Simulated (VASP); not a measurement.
Wanted: the native input for a VASP 6.6.1 run.

| Property | Result |
| --- | --- |
| Task | single point |
| Functional | LDA |
| Potentials or basis | VASP PAW LDA potentials, release 64 (Na_pv) |
| Cutoff | 520 eV |
| k mesh | 11 × 11 × 6 |
| Occupations | fermi-dirac, width 0.05 eV |
| Spin | no spin polarisation |
| Dipole correction | no |
| Further INCAR settings | ALGO = Normal; EDIFF = 1e-06; NBANDS = 14 |

The structure of Na lies in POSCAR:

```
Na
1.0
    3.6901018488      0.0000000000      0.0000000000
   -1.8450509244      3.1957219436      0.0000000000
    0.0000000000      0.0000000000      6.0283729130
Na
2
Direct
    0.3333333333      0.6666666667      0.2500000000
    0.6666666667      0.3333333333      0.7500000000
```

This cell differs from its parent crystal: volume scaled by 0.94.

These files were run (other wordings do the same):

INCAR

```
SYSTEM = Na
PREC = Accurate
ENCUT = 520
EDIFF = 1E-6
ISMEAR = -1
SIGMA = 0.05
LREAL = .FALSE.
LASPH = .TRUE.
NELM = 60
ALGO = Normal
ISIF = 2
LWAVE = .FALSE.
LCHARG = .FALSE.
GGA = CA
NBANDS = 14
```

KPOINTS

```
Automatic mesh
0
G
  11 11 6
  0 0 0
```

Potentials or basis: VASP PAW LDA potentials, release 64 (Na_pv).

The run is started by

```sh
$ cat potpaw_LDA.64/Na_pv/POTCAR > POTCAR
$ mpirun -np 1 vasp_std > vasp.out
```

It gave:

The pressure is -0.5 GPa and the band gap on the k mesh is zero (band 7 reaches 2.11 eV, above the bottom of band 8 at -2.03 eV).

Wall time 17 s on 1 thread of Intel(R) Xeon(R) Platinum 8559C (Emerald Rapids), with other jobs on the host, peak memory 0.17 GiB.
